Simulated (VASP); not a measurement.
# Ta (I4/mmm) in VASP: notebook, part 3 of 3

VASP 6.6.1. The steps go on from the part before.

## 6. Single point, PBE (strain -0.030 along x and y, +0.000 along z)

The input, INCAR:

```
PREC     = Accurate       # precision mode
ENCUT    = 520            # plane-wave cutoff, eV
EDIFF    = 1E-6           # SCF threshold, eV
ISMEAR   = 0              # smearing method
SIGMA    = 0.15           # smearing width, eV
LREAL    = F              # projectors in reciprocal space
LASPH    = T              # aspherical terms in the spheres
NELM     = 100            # most SCF steps
ALGO     = Normal         # electronic algorithm
ISIF     = 2              # what is computed and relaxed
LWAVE    = F              # write WAVECAR
LCHARG   = T              # write CHGCAR
GGA      = PE             # functional
LELF     = T              # ELF
LVHAR    = T            
NBANDS   = 12             # bands
```

The input, KPOINTS:

```
regular mesh
0
Gamma
  20 20 20
```

The input, POSCAR:

```
Ta
1.0
   -1.6017416000      1.6017416000      1.6512800000
    1.6017416000     -1.6017416000      1.6512800000
    1.6017416000      1.6017416000     -1.6512800000
Ta
1
Direct
    0.0000000000      0.0000000000      0.0000000000
```

Potentials or basis: VASP PAW PBE potentials, release 64 (Ta_pv).

Command:

```console
$ cat potpaw_PBE.64/Ta_pv/POTCAR > POTCAR
$ mpirun -np 1 vasp_std > vasp.out
```

OUTCAR:

```text
PREC = Accurate
   ENCUT = 520
   EDIFF = 1E-6
   ISMEAR = 0
   LREAL = F
   LASPH = T
   NELM = 100
   ISIF = 2
   GGA = PE

 ion  position               nearest neighbor table
   1  0.000  0.000  0.000-

  LATTYP: Found a body centered tetragonal cell.
 ALAT       =     3.2034832000
 C/A-ratio  =     1.0309278351

  Lattice vectors:

 A1 = (  -1.6017416000,   1.6017416000,   1.6512800000)
 A2 = (   1.6017416000,  -1.6017416000,   1.6512800000)
 A3 = (   1.6017416000,   1.6017416000,  -1.6512800000)

Analysis of symmetry for initial positions (statically):
=====================================================================
 Subroutine PRICEL returns:
 Original cell was already a primitive cell.

 Routine SETGRP: Setting up the symmetry group for a
 body centered tetragonal supercell.

 Subroutine GETGRP returns: Found 16 space group operations
 (whereof 16 operations were pure point group operations)
 out of a pool of 16 trial point group operations.

The static configuration has the point symmetry D_4h.

Analysis of symmetry for dynamics (positions and initial velocities):
=====================================================================
 Subroutine PRICEL returns:
 Original cell was already a primitive cell.

 Routine SETGRP: Setting up the symmetry group for a
 body centered tetragonal supercell.

 Subroutine GETGRP returns: Found 16 space group operations
 (whereof 16 operations were pure point group operations)
 out of a pool of 16 trial point group operations.

The dynamic configuration has the point symmetry D_4h.

 Subroutine INISYM returns: Found 16 space group operations
 (whereof 16 operations are pure point group operations),
 and found     1 'primitive' translations

----------------------------------------------------------------------------------------

                                     Primitive cell

  volume of cell :      16.9459

  direct lattice vectors                    reciprocal lattice vectors
    -1.601741600  1.601741600  1.651280000     0.000000000  0.312160214  0.302795407
     1.601741600 -1.601741600  1.651280000     0.312160214  0.000000000  0.302795407
     1.601741600  1.601741600 -1.651280000     0.312160214  0.312160214  0.000000000

  length of vectors
     2.803190672  2.803190672  2.803190672     0.434889707  0.434889707  0.441461208

  position of ions in fractional coordinates (direct lattice)
     0.000000000  0.000000000  0.000000000

  ion indices of the primitive-cell ions
   primitive index   ion index
                 1           1

----------------------------------------------------------------------------------------

 KPOINTS: regular mesh

Automatic generation of k-mesh.
 Grid dimensions read from file:
 generate k-points for:   20   20   20

 Generating k-lattice:

  Cartesian coordinates                     Fractional coordinates (reciprocal lattice)
     0.000000000  0.015608011  0.015139770     0.050000000 -0.000000000  0.000000000
     0.015608011  0.000000000  0.015139770    -0.000000000  0.050000000  0.000000000
     0.015608011  0.015608011  0.000000000     0.000000000  0.000000000  0.050000000

  Length of vectors
     0.021744485  0.021744485  0.022073060

  Shift w.r.t. Gamma in fractional coordinates (k-lattice)
     0.000000000  0.000000000  0.000000000

 Subroutine IBZKPT returns following result:
 ===========================================

 Found    641 irreducible k-points:

 Following reciprocal coordinates:
            Coordinates               Weight
  0.000000  0.000000  0.000000      1.000000
  0.050000  0.000000  0.000000      8.000000
  0.100000  0.000000 -0.000000      8.000000
  0.150000  0.000000 -0.000000      8.000000
  0.200000  0.000000 -0.000000      8.000000
  0.250000  0.000000 -0.000000      8.000000
[... 16 lines left out ...]
 -0.400000  0.050000  0.000000     16.000000
 -0.350000  0.050000  0.000000     16.000000
 [... further k-points ...]
   k-points           NKPTS =    641   k-points in BZ     NKDIM =    641   number of bands    NBANDS=     12
   number of dos      NEDOS =    301   number of ions     NIONS =      1
   total plane-waves  NPLWV =  13824
   dimension x,y,z NGX =    24 NGY =   24 NGZ =   24
   dimension x,y,z NGXF=    48 NGYF=   48 NGZF=   48
   ions per type =               1
   NGX,Y,Z   is equivalent  to a cutoff of  14.23, 14.23, 14.23 a.u.
   NGXF,Y,Z  is equivalent  to a cutoff of  28.47, 28.47, 28.47 a.u.
 SYSTEM =  unknown system
   PREC   = accura    normal or accurate (medium, high low for compatibility)
   ISTART =      0    job   : 0-new  1-cont  2-samecut
   ICHARG =      2    charge: 1-file 2-atom 10-const
   ISPIN  =      1    spin polarized calculation?
   LNONCOLLINEAR =      F non collinear calculations
   LSORBIT =      F    spin-orbit coupling
   LASPH  =      T    aspherical Exc in radial PAW
   ENCUT  =  520.0 eV  38.22 Ry    6.18 a.u.   5.21  5.21  5.21*2*pi/ulx,y,z
   NELM   =    100;   NELMIN=  2; NELMDL= -5     # of ELM steps
   EDIFF  = 0.1E-05   stopping-criterion for ELM
   LREAL  =      F    real-space projection
   EDIFFG = 0.1E-04   stopping-criterion for IOM
   NSW    =      0    number of steps for IOM
   IBRION =     -1    ionic relax: 0-MD 1-quasi-New 2-CG
   NFREE  =      0    steps in history (QN), initial steepest desc. (CG)
   ISIF   =      2    stress and relaxation
   ISYM   =      2    0-nonsym 1-usesym 2-fastsym
   POTIM  = 0.5000    time-step for ionic-motion
   TEBEG  =    0.0;   TEEND  =   0.0 temperature during run
   PSTRESS=    0.0 pullay stress
   NELECT =      11.0000    total number of electrons
   NUPDOWN=      -1.0000    fix difference up-down
   EMIN   =  10.00;   EMAX   =-10.00  energy-range for DOS
   EFERMI =   0.00;   METHOD = LEGACY
   ISMEAR =     0;   SIGMA  =   0.15  broadening in eV -4-tet -1-fermi 0-gaus
   EFERMI_NEDOS =   21; number of points for ismear=-14 and -15
   IALGO  =     38    algorithm
   IMIX   =      4    mixing-type and parameters
     AMIX     =   0.40;   BMIX     =  1.00
     AMIX_MAG =   1.60;   BMIX_MAG =  1.00
  volume/ion in A,a.u.               =      16.95       114.36
  Fermi-wavevector in a.u.,A,eV,Ry     =   1.417481  2.678650 27.337531  2.009252
  Thomas-Fermi vector in A             =   2.538706
   LORBIT       =      0    0 simple, 1 ext, 2 COOP (PROOUT), +10 PAW based schemes
   GGA     = PE    functional components
   LHFCALC =     F    Hartree Fock is set to
   AEXX    =    0.0000 exact exchange contribution
   IVDW    =     0    specifies the selected vdW correction
   LEPSILON=     F    determine dielectric tensor
   LRPA    =     F    only Hartree local field effects (RPA)
 non-spin polarized calculation
 Gauss-broadening in eV      SIGMA  =   0.15
  energy-cutoff  :      520.00
  volume of cell :       16.95
 maximum number of plane-waves:       474
 NGX is ok and might be reduce to    24
   NGX = 11   NGY = 11   NGZ = 11

 number of electron      11.0000000 magnetization

 Free energy of the ion-electron system (eV)
  ---------------------------------------------------
  ext. energy  EPLUGINS =         0.00000000
  ---------------------------------------------------
  free energy    TOTEN  =       -11.74562014 eV

  energy without entropy =      -11.73160664  energy(sigma->0) =      -11.73861339

 E-fermi :   5.9848     XC(G=0): -12.9332

 val. band max:        5.9833979543   @ k =  -0.1500  -0.2500   0.1000
 cond. band min:       5.9910664659   @ k =   0.3500   0.2000   0.0500
 fundamental gap:      0.0076685116
 Fermi energy:         5.9847937855

 k-point     1 :       0.0000    0.0000    0.0000
  band No.  band energies     occupation
      1     -26.8376      2.00000
      2     -26.8312      2.00000
      3     -26.8312      2.00000
      4      -2.1539      2.00000
      5       6.5970      0.00000
      6       6.5970      0.00000
      7       7.0048      0.00000
      8       9.9230      0.00000
      9      10.4904      0.00000
     10      20.8993      0.00000
     11      20.9230      0.00000
     12      21.4943      0.00000
[... 331 lines left out ...]
 k-point    24 :      -0.3500    0.0500    0.0000
  band No.  band energies     occupation
      1     -27.9058      2.00000
      2     -27.1627      2.00000
      3     -26.8533      2.00000
      4       1.1347      2.00000
      5       4.9445      2.00000
      6       5.8625      1.75107
      7       9.6222      0.00000
      8      10.8661      0.00000
      9      11.4010      0.00000
     10      20.3746      0.00000
     11      20.8702      0.00000
     12      21.5043      0.00000

 [... further k-points ...]

------------------------ aborting loop because EDIFF is reached ----------------------------------------

  FORCE on cell =-STRESS in cart. coord.  units (eV):
  Direction    XX          YY          ZZ          XY          YZ          ZX
  --------------------------------------------------------------------------------------
  -------------------------------------------------------------------------------------
  Total        2.0080963      2.0080963      1.5671361      0.0000000     -0.0000000      0.0000000
  in kB      189.8582642    189.8582642    148.1670677      0.0000000     -0.0000000      0.0000000
  external PRESSURE =     175.9611987 kB  Pullay stress =       0.0000000 kB

 VOLUME and BASIS-vectors are now :
 -----------------------------------------------------------------------------
  energy-cutoff  :      520.00
  volume of cell :       16.95
      direct lattice vectors                 reciprocal lattice vectors
    -1.601741600  1.601741600  1.651280000     0.000000000  0.312160214  0.302795407
     1.601741600 -1.601741600  1.651280000     0.312160214  0.000000000  0.302795407
     1.601741600  1.601741600 -1.651280000     0.312160214  0.312160214  0.000000000

 POSITION                                       TOTAL-FORCE (eV/Angst)
 -----------------------------------------------------------------------------------
      0.00000      0.00000      0.00000         0.000000     -0.000000     -0.000000
 -----------------------------------------------------------------------------------
    total drift:                                0.000000      0.000000     -0.000000

  FREE ENERGIE OF THE ION-ELECTRON SYSTEM (eV)
  ---------------------------------------------------
  free  energy   TOTEN  =       -11.7456201358 eV

  energy  without entropy=      -11.7316066388  energy(sigma->0) =      -11.73861339
```

It took 29 s on 1 thread of Intel Xeon 6975P-C (Granite Rapids), shared host; peak memory 0.25 GiB.

Results:

| Item | Value |
| --- | --- |
| Free energy | -11.7456 eV |
| Pressure | 17.6 GPa |
| Band gap on the k mesh | zero (an odd number of electrons rules out a gap without spin polarisation) |

Caveat: the cell differs from its parent crystal (strain -0.030 along x and y, +0.000 along z); the cell stands under pressure; spin-orbit coupling is left out, which moves the levels of the heavy elements.

## 7. Overview

```csv
cell,gap on the mesh (eV),pressure (GPa)
"a = 2.918 Å, angles 108.7, 108.7, 111.1°, 1 atom",none,-7.8
"a = 2.917 Å, angles 109.9, 109.9, 108.7°, 1 atom",none,-7.9
"a = 2.932 Å, angles 109.1, 109.1, 110.3°, 1 atom",none,-10.2
"a = 2.789 Å, angles 109.9, 109.9, 108.6°, 1 atom",none,21.6
"a = 2.803 Å, angles 110.3, 110.3, 107.8°, 1 atom",none,17.6
```

Alike in all rows: task single point; level PBE; potentials or basis VASP PAW PBE potentials, release 64 (Ta_pv); no spin polarisation; k mesh 20 × 20 × 20; cutoff (eV) 520; smearing gaussian 0.15 eV.

Caveats: spin-orbit coupling is left out, which moves the levels of the heavy elements; the cell stands under tension (at least some runs); the cell stands under pressure (at least some runs).

Total energies depend on the potentials used, so only differences within one code and one set of settings carry meaning.
